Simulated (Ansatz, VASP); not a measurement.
Given: the input of a run of VASP 6.6.1 on Ta.

Contents of INCAR:

```
PREC     = Accurate       # precision mode
ENCUT    = 500            # plane-wave cutoff, eV
EDIFF    = 1E-7           # SCF threshold, eV
ISMEAR   = -1             # smearing method
SIGMA    = 0.05           # smearing width, eV
LREAL    = False          # projectors in reciprocal space
LASPH    = True           # aspherical terms in the spheres
NELM     = 120            # most SCF steps
ALGO     = Normal         # electronic algorithm
ISIF     = 3              # what is computed and relaxed
LWAVE    = False          # write WAVECAR
LCHARG   = False          # write CHGCAR
GGA      = CA             # functional
IBRION   = 2              # ionic algorithm
NSW      = 60             # ionic steps
EDIFFG   = -0.01          # ionic threshold
GGA_COMPAT= False        
NELMIN   = 4
```

Contents of KPOINTS:

```
Automatic mesh
0
Gamma
  11 11 11
```

Contents of POSCAR:

```
Ta
1.0
   -1.6512800000      1.6512800000      1.6512800000
    1.6512800000     -1.6512800000      1.6512800000
    1.6512800000      1.6512800000     -1.6512800000
Ta
1
Direct
    0.0000000000      0.0000000000      0.0000000000
```

Potentials or basis: VASP PAW LDA potentials, release 64 (Ta_sv_GW).

Launch:

```sh
$ cat potpaw_LDA.64/Ta_sv_GW/POTCAR > POTCAR
$ mpirun -np 1 vasp_std > vasp.out
```

Q: Set up the same calculation for Ansatz 0.2.0. Potentials there: Ansatz PAW.

A: As run (the cutoff follows the program's own potentials):

File input.yaml:

```yaml
crystal:
  lattice:
    - [-1.65128, 1.65128, 1.65128]
    - [1.65128, -1.65128, 1.65128]
    - [1.65128, 1.65128, -1.65128]
  atoms:
    - { symbol: Ta, position: [0.0, 0.0, 0.0] }
hamiltonian:
  xc: lda
  pseudopotentials: { kind: paw }
kpoints:
  mp_grid: { grid: [11, 11, 11] }
scf:
  occupations: { method: fermi_dirac, width: 0.05 }
output:
  forces: true
  stress: true
  eigenvalues: true
relax:
  f_tol: 0.01
  max_steps: 40
  cell: { stress_tol: 0.05 }
```

Potentials or basis: Ansatz PAW.

The run is started by

```sh
$ ansatz run input.yaml --threads 2 --pin off --max-ram 5632MiB --backend cpu --events-out ev --progress --plain --runs-dir out
```

Both were run:

|  | VASP | Ansatz | Ansatz less VASP |
| --- | --- | --- | --- |
| gap on the k mesh at the Fermi level, each at its own relaxed structure (eV) | none | none | - |
| relaxed volume (Å³/atom) | 17.19 | 17.21 | +0.017 |
| relaxed cell length with the largest relative difference (Å) | 2.816 | 2.817 | +0.0009 |

LDA's correlation is that of Perdew and Zunger in VASP and of Perdew and Wang (1992) in Ansatz. A gap of «none» marks a metal or a gap that the smearing closes.

Spin-orbit coupling is off throughout. Noted on Ansatz's run: the plane-wave basis is chosen anew once the cell has moved, so the energies of steps on either side of that aren't comparable.
